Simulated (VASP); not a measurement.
The system is LuH2.

```xyz
3
Lattice="0.0000 2.5165 2.5165 2.5165 0.0000 2.5165 2.5165 2.5165 0.0000" Properties=species:S:1:pos:R:3 pbc="T T T"
Lu    0.0000    0.0000    0.0000
H     1.2583    1.2583    1.2583
H     3.7748    3.7748    3.7748
```

```yaml
Program: VASP 6.6.1
Task: relaxation of cell and atoms
Functional: BLYP
Dispersion: D3(BJ)
Potentials_or_basis: VASP PAW PBE potentials, release 64 (Lu, H)
Cutoff: 600 eV
k_mesh: 7 × 7 × 7
Occupations: fermi-dirac, width 0.1 eV
Spin: no spin polarisation
```

At the start: pressure -4.3 GPa; volume 10.62 Å³/atom.

Task: Where does the relaxation end?

Result: Over 3 steps the energy falls by 7.0 meV/atom and the volume is 10.13 Å³/atom (-4.7 %); space group Fm-3m (No. 225, to 0.05 Å).

Step by step:
```csv
step,energy change (eV),largest force (eV/Å),pressure (GPa),volume (Å³)
1,0.0000,0.0000,-4.32,31.87
2,-0.0205,0.0000,-0.61,30.57
3,-0.0209,0.0000,-0.04,30.38
```

Final structure:
```xyz
3
Lattice="0.0000 2.4767 2.4767 2.4767 0.0000 2.4767 2.4767 2.4767 0.0000" Properties=species:S:1:pos:R:3 pbc="T T T"
Lu    0.0000    0.0000    0.0000
H     1.2383    1.2383    1.2383
H     3.7150    3.7150    3.7150
```

Caveat: the PAW data sets were made with another functional, which shifts forces and pressure a little; pairwise dispersion overbinds metals, which lowers pressure and volume.
